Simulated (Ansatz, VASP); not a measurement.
**Two plane-wave programs on KI**

```xyz
2
Lattice="0.0000 3.5246 3.4188 3.5246 0.0000 3.4188 3.5246 3.5246 0.0000" Properties=species:S:1:pos:R:3 pbc="T T T"
K     0.0000    0.0000    0.0000
I     3.5246    3.5246    3.4188
```

Change from the starting cell: strain -0.0300 x Voigt [0, 0, 1, 0, 0, 0], atoms carried along.

Alike in both runs: task single point; functional r2SCAN; k mesh 6 × 6 × 6; occupations gaussian, width 0.05 eV; no spin polarisation.

```csv
,VASP,Ansatz
version,VASP 6.6.1,Ansatz 0.2.0
potentials or method,"VASP PAW PBE potentials, release 64 (K_sv, I), cutoff 520 eV","scalar-relativistic, plane waves, PAW"
valence electrons in the cell,16,26
```

```csv
,VASP,Ansatz,Ansatz less VASP
gap on the k mesh at the Fermi level (eV),4.69,4.70,+0.003
least direct gap on the mesh (eV),4.69,4.70,+0.003
pressure (GPa),0.7,0.7,-0.01
"traceless stress, the component that is largest in VASP (GPa)",0.75,0.75,-0.007
```

VASP's potentials were made for PBE, not for r2SCAN. VASP's potentials hold 16 valence electrons a cell and Ansatz's 26, so a difference there can come from the potentials and not from the codes.

Spin-orbit coupling is off throughout.
